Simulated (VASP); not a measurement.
# NaGeI3 (Pm-3m) in VASP: further runs, part 2 of 2

VASP 6.6.1. The steps go on from the part before.

## Step 3: Single point, PBE

This run uses another cell than the first one, of 40.85 Å³/atom.

Contents of INCAR:

```
SYSTEM = NaGeI3
ALGO     = Normal         ! electronic algorithm
EDIFF    = 1E-6           ! SCF threshold, eV
ENCUT    = 520            ! plane-wave cutoff, eV
GGA      = PE             ! functional
ISIF     = 2              ! what is computed and relaxed
ISMEAR   = -1             ! smearing method
LASPH    = .True.         ! aspherical terms in the spheres
LCHARG   = .False.        ! write CHGCAR
LREAL    = .False.        ! projectors in reciprocal space
LWAVE    = .False.        ! write WAVECAR
NBANDS   = 29             ! bands
NELM     = 100            ! most SCF steps
PREC     = Accurate       ! precision mode
SIGMA    = 0.02           ! smearing width, eV
```

Contents of KPOINTS:

```
k-points
0
Gamma
  4 4 4
  0 0 0
```

Contents of POSCAR:

```
NaGeI3
1.0
    5.8892757557      0.0000000000      0.0000000000
    0.0000000000      5.8892757557      0.0000000000
    0.0000000000      0.0000000000      5.8892757557
Na Ge I
1 1 3
Direct
    0.0000000000      0.0000000000      0.0000000000
    0.5000000000      0.5000000000      0.5000000000
    0.5000000000      0.5000000000      0.0000000000
    0.5000000000      0.0000000000      0.5000000000
    0.0000000000      0.5000000000      0.5000000000
```

Potentials or basis: VASP PAW PBE potentials, release 64 (Na_pv, Ge_d, I).

Command:

```console
cat potpaw_PBE.64/Na_pv/POTCAR potpaw_PBE.64/Ge_d/POTCAR potpaw_PBE.64/I/POTCAR > POTCAR
mpirun -np 1 vasp_std > vasp.out
```

OUTCAR:

```text
SYSTEM = NaGeI3
   EDIFF = 1E-6
   ENCUT = 520
   GGA = PE
   ISIF = 2
   ISMEAR = -1
   LASPH = .True.
   LREAL = .False.
   NELM = 100
   PREC = Accurate

 ion  position               nearest neighbor table
   1  0.000  0.000  0.000-
   2  0.500  0.500  0.500-   3 2.94   4 2.94   5 2.94   3 2.94   4 2.94   5 2.94
   3  0.500  0.500  0.000-   2 2.94   2 2.94
   4  0.500  0.000  0.500-   2 2.94   2 2.94
   5  0.000  0.500  0.500-   2 2.94   2 2.94

  LATTYP: Found a simple cubic cell.
 ALAT       =     5.8892757557

  Lattice vectors:

 A1 = (   5.8892757557,   0.0000000000,   0.0000000000)
 A2 = (   0.0000000000,   5.8892757557,   0.0000000000)
 A3 = (   0.0000000000,   0.0000000000,   5.8892757557)

Analysis of symmetry for initial positions (statically):
=====================================================================
 Subroutine PRICEL returns:
 Original cell was already a primitive cell.

 Routine SETGRP: Setting up the symmetry group for a
 simple cubic supercell.

 Subroutine GETGRP returns: Found 48 space group operations
[... 155 lines left out ...]

 E-fermi :   2.5898     XC(G=0):  -7.4601

 val. band max:        2.3950570811   @ k =   0.5000   0.5000   0.5000
 cond. band min:       2.8065708464   @ k =   0.5000   0.5000   0.5000
 fundamental gap:      0.4115137653
 Fermi energy:         2.5898271243

 k-point     1 :       0.0000    0.0000    0.0000
  band No.  band energies     occupation
      1     -23.1799      2.00000
      2     -23.1799      2.00000
      3     -23.1799      2.00000
      4     -22.8631      2.00000
      5     -22.8631      2.00000
      6     -22.8538      2.00000
[... 309 lines left out ...]
     28       8.4659      0.00000
     29       8.6149      0.00000

------------------------ aborting loop because EDIFF is reached ----------------------------------------

  FORCE on cell =-STRESS in cart. coord.  units (eV):
  Direction    XX          YY          ZZ          XY          YZ          ZX
  --------------------------------------------------------------------------------------
  -------------------------------------------------------------------------------------
  Total        0.4625993      0.4625993      0.4625993     -0.0000000     -0.0000000      0.0000000
  in kB        3.6285232      3.6285232      3.6285232     -0.0000000     -0.0000000      0.0000000
  external PRESSURE =       3.6285232 kB  Pullay stress =       0.0000000 kB

 VOLUME and BASIS-vectors are now :
 -----------------------------------------------------------------------------
  energy-cutoff  :      520.00
  volume of cell :      204.26
      direct lattice vectors                 reciprocal lattice vectors
     5.889275756  0.000000000  0.000000000     0.169800166  0.000000000  0.000000000
     0.000000000  5.889275756  0.000000000     0.000000000  0.169800166  0.000000000
     0.000000000  0.000000000  5.889275756     0.000000000  0.000000000  0.169800166

 POSITION                                       TOTAL-FORCE (eV/Angst)
 -----------------------------------------------------------------------------------
      0.00000      0.00000      0.00000         0.000000      0.000000      0.000000
      2.94464      2.94464      2.94464         0.000000      0.000000      0.000000
      2.94464      2.94464      0.00000         0.000000      0.000000      0.000000
      2.94464      0.00000      2.94464         0.000000      0.000000      0.000000
      0.00000      2.94464      2.94464         0.000000      0.000000      0.000000
 -----------------------------------------------------------------------------------
    total drift:                                0.000000     -0.000000     -0.000000

  FREE ENERGIE OF THE ION-ELECTRON SYSTEM (eV)
  ---------------------------------------------------
  free  energy   TOTEN  =       -13.0278878158 eV

  energy  without entropy=      -13.0278869838  energy(sigma->0) =      -13.02788740
```

Run time: 52 s. Hardware: 1 thread of Intel Xeon Platinum 8488C (Sapphire Rapids), shared host; peak memory 0.34 GiB.

What came out:

* Free energy: -13.0279 eV
* Pressure: 0.4 GPa
* Band gap on the k mesh: 0.41 eV

Levels at points of the mesh, in eV from the valence-band top:
```
           k point  band 19  band 20  band 21  band 22  band 23  band 24
(0.00, 0.00, 0.00)    -1.72    -1.72    -1.72     1.36     4.47     4.47
(0.50, 0.00, 0.00)    -1.75    -1.75    -1.29     0.96     3.10     3.50
(0.50, 0.50, 0.00)    -2.00    -1.07    -0.63     0.82     0.82     2.81
(0.50, 0.50, 0.50)    -1.06    -1.06     0.00     0.41     0.41     0.41
```

Caveat: spin-orbit coupling is left out, which moves the levels of the heavy elements. A k mesh can miss the band edges.

## Step 4: Single point, r2SCAN (strain -5.0%)

POSCAR, as its differences from that of step 3:

```diff
@@ -2,5 +2,5 @@
 1.0
-    5.8892757557      0.0000000000      0.0000000000
-    0.0000000000      5.8892757557      0.0000000000
-    0.0000000000      0.0000000000      5.8892757557
+    5.5948119680      0.0000000000      0.0000000000
+    0.0000000000      5.5948119680      0.0000000000
+    0.0000000000      0.0000000000      5.5948119680
 Na Ge I
```

Contents of INCAR.step1:

```
SYSTEM = NaGeI3
PREC     = Accurate       ! precision mode
ENCUT    = 520            ! plane-wave cutoff, eV
ISMEAR   = -1             ! smearing method
SIGMA    = 0.02           ! smearing width, eV
LREAL    = .False.        ! projectors in reciprocal space
LASPH    = .True.         ! aspherical terms in the spheres
NELM     = 80             ! most SCF steps
NBANDS   = 29             ! bands
GGA      = PE             ! functional
ALGO     = Normal         ! electronic algorithm
EDIFF    = 1E-4           ! SCF threshold, eV
LWAVE    = .True.         ! write WAVECAR
LCHARG   = .False.        ! write CHGCAR
```

Contents of INCAR.step2:

```
SYSTEM = NaGeI3
PREC     = Accurate       ! precision mode
ENCUT    = 520            ! plane-wave cutoff, eV
EDIFF    = 1E-6           ! SCF threshold, eV
ISMEAR   = -1             ! smearing method
SIGMA    = 0.02           ! smearing width, eV
LREAL    = .False.        ! projectors in reciprocal space
LASPH    = .True.         ! aspherical terms in the spheres
NELM     = 80             ! most SCF steps
ALGO     = Normal         ! electronic algorithm
ISIF     = 2              ! what is computed and relaxed
LWAVE    = .False.        ! write WAVECAR
LCHARG   = .False.        ! write CHGCAR
METAGGA  = R2SCAN         ! meta-GGA
LMIXTAU  = .True.       
NBANDS   = 29             ! bands
ISTART   = 1
```

Contents of KPOINTS:

```
Automatic mesh
0
Gamma
  4 4 4
  0 0 0
```

Command:

```console
cat potpaw_PBE.64/Na_pv/POTCAR potpaw_PBE.64/Ge_d/POTCAR potpaw_PBE.64/I/POTCAR > POTCAR
cp INCAR.step1 INCAR
mpirun -np 1 vasp_std > vasp.out
cp INCAR.step2 INCAR
mpirun -np 1 vasp_std > vasp.out
```

Run time: 2 min. Hardware: 1 thread of Intel Xeon Platinum 8488C (Sapphire Rapids), shared host; peak memory 0.31 GiB.

The run converged. Its results:

- Free energy: -93.6493 eV
- Pressure: 4.1 GPa
- Band gap on the k mesh: zero (filled and empty bands touch)

Levels at points of the mesh, in eV from the Fermi level:
```csv
k point,band 19,band 20,band 21,band 22,band 23,band 24
"(0.00, 0.00, 0.00)",-2.71,-2.71,-2.71,1.21,3.89,3.89
"(0.50, 0.00, 0.00)",-2.76,-2.76,-1.77,0.48,3.23,3.60
"(0.50, 0.50, 0.00)",-2.98,-1.84,-0.72,0.40,0.40,2.90
"(0.50, 0.50, 0.50)",-1.82,-1.82,0.01,0.01,0.01,0.29
```

Caveat: the cell differs from its parent crystal (strain -5.0%); the cell stands under pressure; the PAW data sets were made with another functional, which shifts forces and pressure a little; spin-orbit coupling is left out, which moves the levels of the heavy elements.

## Step 5: Single point, r2SCAN

This run uses another cell than the first one, of 40.85 Å³/atom.

POSCAR, as its differences from that of step 4:

```diff
@@ -2,5 +2,5 @@
 1.0
-    5.5948119680      0.0000000000      0.0000000000
-    0.0000000000      5.5948119680      0.0000000000
-    0.0000000000      0.0000000000      5.5948119680
+    5.8892757557      0.0000000000      0.0000000000
+    0.0000000000      5.8892757557      0.0000000000
+    0.0000000000      0.0000000000      5.8892757557
 Na Ge I
```

Contents of INCAR.step1:

```
SYSTEM = NaGeI3
PREC = Accurate
ENCUT = 520
ISMEAR = 0
SIGMA = 0.01
LREAL = .FALSE.
LASPH = .TRUE.
NELM = 80
NBANDS = 29
GGA = PE
ALGO = Normal
EDIFF = 1E-4
LWAVE = .TRUE.
LCHARG = .FALSE.
```

Contents of INCAR.step2:

```
SYSTEM = NaGeI3
PREC = Accurate
ENCUT = 520
EDIFF = 1E-6
ISMEAR = 0
SIGMA = 0.01
LREAL = .FALSE.
LASPH = .TRUE.
NELM = 80
ALGO = Normal
ISIF = 2
LWAVE = .FALSE.
LCHARG = .FALSE.
METAGGA = R2SCAN
LMIXTAU = .TRUE.
NBANDS = 29
ISTART = 1
```

Contents of KPOINTS:

```
Automatic mesh
0
G
  4 4 4
  0 0 0
```

Command:

```console
cat potpaw_PBE.64/Na_pv/POTCAR potpaw_PBE.64/Ge_d/POTCAR potpaw_PBE.64/I/POTCAR > POTCAR
cp INCAR.step1 INCAR
mpirun -np 1 vasp_std > vasp.out
cp INCAR.step2 INCAR
mpirun -np 1 vasp_std > vasp.out
```

It took 2.4 min on 1 thread of Intel Xeon Platinum 8488C (Sapphire Rapids), shared host; peak memory 0.39 GiB.

The run converged. Its results:

```
Free energy            : -93.9769 eV
Pressure               : 0.0 GPa
Band gap on the k mesh : 0.47 eV
```

Levels at points of the mesh, in eV from the valence-band top:
```
           k point  band 19  band 20  band 21  band 22  band 23  band 24
(0.00, 0.00, 0.00)    -1.97    -1.97    -1.97     1.81     4.79     4.79
(0.50, 0.00, 0.00)    -2.00    -2.00    -1.45     1.01     3.63     3.82
(0.50, 0.50, 0.00)    -2.26    -1.30    -0.71     0.85     0.85     3.36
(0.50, 0.50, 0.50)    -1.28    -1.28     0.00     0.47     0.47     0.47
```

Caveat: the PAW data sets were made with another functional, which shifts forces and pressure a little; spin-orbit coupling is left out, which moves the levels of the heavy elements. A k mesh can miss the band edges.

## Step 6: Summary

```csv
level,cell,smearing,gap on the mesh (eV),pressure (GPa)
PBE,"a = 5.595 Å, 5 atoms",fermi-dirac 0.02 eV,none,4.5
PBE,"a = 5.889 Å, 5 atoms",fermi-dirac 0.02 eV,0.41,0.4
r2SCAN,"a = 5.595 Å, 5 atoms",fermi-dirac 0.02 eV,none,4.1
r2SCAN,"a = 5.889 Å, 5 atoms",gaussian 0.01 eV,0.47,0.0
```

Alike in all rows: task single point; potentials or basis VASP PAW PBE potentials, release 64 (Na_pv, Ge_d, I); no spin polarisation; k mesh 4 × 4 × 4; cutoff (eV) 520.

Caveats: spin-orbit coupling is left out, which moves the levels of the heavy elements; the cell stands under pressure (at least some runs); the PAW data sets were made with another functional, which shifts forces and pressure a little (at least some runs).

Absolute energies hang on the potentials; compare differences alone.
